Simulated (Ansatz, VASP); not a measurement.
**Two plane-wave programs on Al**

INCAR

```
ALGO = Normal
EDIFF = 1E-6
ENCUT = 500
GGA = PS
GGA_COMPAT = F
ISIF = 2
ISMEAR = 0
IVDW = 12
LASPH = T
LCHARG = T
LELF = T
LREAL = F
LVHAR = T
LWAVE = F
NBANDS = 14
NELM = 120
PREC = Accurate
SIGMA = 0.1
```

KPOINTS

```
k-points
0
Gamma
  6 6 2
```

POSCAR

```
Al
1.0
    2.8270770242      0.0000000000      0.0000000000
   -1.4135385121      2.4483205214      0.0000000000
    0.0000000000      0.0000000000      9.1859930700
Al
4
Direct
    0.0000000000      0.0000000000      0.0000000000
    0.3333333300      0.6666666700      0.2500000000
    0.0000000000      0.0000000000      0.5000000000
    0.6666666700      0.3333333300      0.7500000000
```

Input for Ansatz:

```yaml
crystal:
  lattice:
    - [2.8270770242, 0.0, 0.0]
    - [-1.4135385121, 2.4483205214, 0.0]
    - [0.0, 0.0, 9.18599307]
  atoms:
    - { symbol: Al, position: [0.0, 0.0, 0.0] }
    - { symbol: Al, position: [0.33333333, 0.66666667, 0.25] }
    - { symbol: Al, position: [0.0, 0.0, 0.5] }
    - { symbol: Al, position: [0.66666667, 0.33333333, 0.75] }
basis:
  ecutwfc: 420
kpoints:
  mp_grid: { grid: [6, 6, 2] }
hamiltonian:
  xc: pbesol
  dispersion: d3bj
scf:
  occupations: { method: gaussian, width: 0.1 }
output:
  forces: true
  stress: true
  eigenvalues: true
```

Alike in both runs: task single point; functional PBEsol; dispersion D3(BJ); k mesh 6 × 6 × 2; occupations gaussian, width 0.1 eV; no spin polarisation.

```csv
,VASP,Ansatz
version,VASP 6.6.1,Ansatz 0.2.0
potentials or method,"VASP PAW PBE potentials, release 64 (Al), cutoff 500 eV","scalar-relativistic, plane waves, PAW"
valence electrons in the cell,12,12
```

```csv
,VASP,Ansatz,Ansatz less VASP
gap on the k mesh at the Fermi level (eV),none,none,-
pressure (GPa),-1.4,-1.5,-0.08
"traceless stress, the component that is largest in VASP (GPa)",2.09,2.08,-0.004
```

VASP's potentials were made for PBE, not for PBEsol. A gap of «none» marks a metal or a gap that the smearing closes.

The k mesh is coarse, so the values compare programs but aren't converged.
